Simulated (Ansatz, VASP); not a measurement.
**One calculation of BiTe3, two programs**

```xyz
8
Lattice="7.9723 0.0000 0.0000 -3.9862 6.9042 0.0000 0.0000 0.0000 6.2624" Properties=species:S:1:pos:R:3 pbc="T T T"
Bi    3.9862    2.3014    1.5656
Bi    0.0000    4.6028    4.6968
Te    2.0951    1.2096    4.6968
Te    5.8772    1.2096    4.6968
Te    3.9862    4.4850    4.6968
Te    1.8911    5.6946    1.5656
Te   -1.8911    5.6946    1.5656
Te    0.0000    2.4192    1.5656
```

Change from the starting cell: species swapped into the Na3Hg type (P6_3/mmc, No. 194).

Alike in both runs: task relaxation of cell and atoms; functional PBE; k mesh 3 × 3 × 4; occupations gaussian, width 0.1 eV; no spin polarisation.

|  | VASP | Ansatz |
| --- | --- | --- |
| version | VASP 6.6.1 | Ansatz 0.2.0 |
| potentials or method | VASP PAW PBE potentials, release 64 (Bi_d, Te), cutoff 600 eV | scalar-relativistic, plane waves, PAW |
| valence electrons in the cell | 66 | 126 |

```csv
,VASP,Ansatz,Ansatz less VASP
"gap on the k mesh at the Fermi level, each at its own relaxed structure (eV)",none,none,-
relaxed volume (Å³/atom),33.74,33.84,+0.100
relaxed cell length with the largest relative difference (Å),4.258,4.264,+0.0068
```

A gap of «none» marks a metal or a gap that the smearing closes. VASP's potentials hold 66 valence electrons a cell and Ansatz's 126, so a difference there can come from the potentials and not from the codes.

Spin-orbit coupling is off throughout. Noted on VASP's run: the volume moved by over 15 % at a fixed basis, so the end points are rough.
